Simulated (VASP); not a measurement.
Here is a VASP 6.6.1 calculation.

The input INCAR:

```
SYSTEM = GaAs
PREC = Accurate
ENCUT = 520
EDIFF = 1E-6
ISMEAR = -1
SIGMA = 0.02
LREAL = .False.
LASPH = .True.
NELM = 60
ALGO = Normal
ISIF = 2
LWAVE = .False.
LCHARG = .False.
GGA = PE
NBANDS = 16
```

Contents of KPOINTS:

```
regular mesh
0
Gamma
  9 9 9
  0 0 0
```

Contents of POSCAR:

```
GaAs
1.0
    0.0000000000      2.8268500000      2.8268500000
    2.8268500000      0.0000000000      2.8268500000
    2.8268500000      2.8268500000      0.0000000000
Ga As
1 1
Direct
    0.0000000000      0.0000000000      0.0000000000
    0.2500000000      0.2500000000      0.2500000000
```

Potentials or basis: VASP PAW PBE potentials, release 64 (Ga_d, As).

The run is started by

```sh
$ cat potpaw_PBE.64/Ga_d/POTCAR potpaw_PBE.64/As/POTCAR > POTCAR
$ mpirun -np 1 vasp_std > vasp.out
```

Question: Predict the pressure.

Answer: 3.5 GPa.

Question: Estimate the band gap on the k mesh.

Answer: 0.52 eV, direct.

A hybrid or GW would open this gap; PBE tends to underestimate it.
